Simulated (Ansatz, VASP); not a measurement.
## Two plane-wave programs on AlGa15As16

```
Al Ga As
1.0
    -5.74598   -5.74598    5.74598
     5.74598    5.74598    5.74598
    -5.74598    5.74598   -5.74598
Al Ga As
1 15 16
Direct
  0.25000 0.50000 0.25000
  0.50008 0.50000 0.00014
  0.25000 0.75008 0.00014
  0.75000 0.50000 0.75000
  0.49986 0.74986 0.74995
  0.25000 0.00000 0.75000
  0.00014 0.50000 0.50008
  0.74995 0.74986 0.49986
  0.49986 0.99995 0.49986
  0.25000 0.25014 0.50008
  0.00014 0.75008 0.25000
  0.75000 0.00000 0.25000
  0.50008 0.25014 0.25000
  0.99992 0.00005 0.99992
  0.75005 0.24992 0.99992
  0.99992 0.24992 0.75005
  0.00073 0.25073 0.00073
  0.25000 0.24996 0.75002
  0.99996 0.50000 0.75002
  0.50004 0.25006 0.50004
  0.25000 0.50000 0.49927
  0.00006 0.75004 0.50004
  0.75002 0.24996 0.25000
  0.49927 0.50000 0.25000
  0.25000 0.74927 0.25000
  0.99996 0.00002 0.25000
  0.75002 0.50000 0.99996
  0.50004 0.75004 0.00006
  0.25000 0.00002 0.99996
  0.74998 0.74994 0.74998
  0.49994 0.99998 0.74998
  0.74998 0.99998 0.49994
```

Alike in both runs: functional PBE; k mesh 3 × 3 × 3; occupations gaussian, width 0.05 eV; no spin polarisation.

Ansatz relaxed the structure, and its values are those at the end. VASP's run is a single point on that final structure, the one shown.

|  | VASP | Ansatz |
| --- | --- | --- |
| version | VASP 6.6.1 | Ansatz 0.2.0 |
| potentials or method | VASP PAW PBE potentials, release 64 (Al, Ga_d, As), cutoff 520 eV | scalar-relativistic, plane waves, PAW |
| valence electrons in the cell | 278 | 438 |

```tsv
	VASP	Ansatz	Ansatz less VASP
gap on the k mesh at the Fermi level (eV)	0.26	0.25	-0.002
least direct gap on the mesh (eV)	0.26	0.25	-0.002
```

The functional is the same, so the differences come from potentials, cutoffs and numerics. VASP's potentials hold 278 valence electrons a cell and Ansatz's 438, so a difference there can come from the potentials and not from the codes.
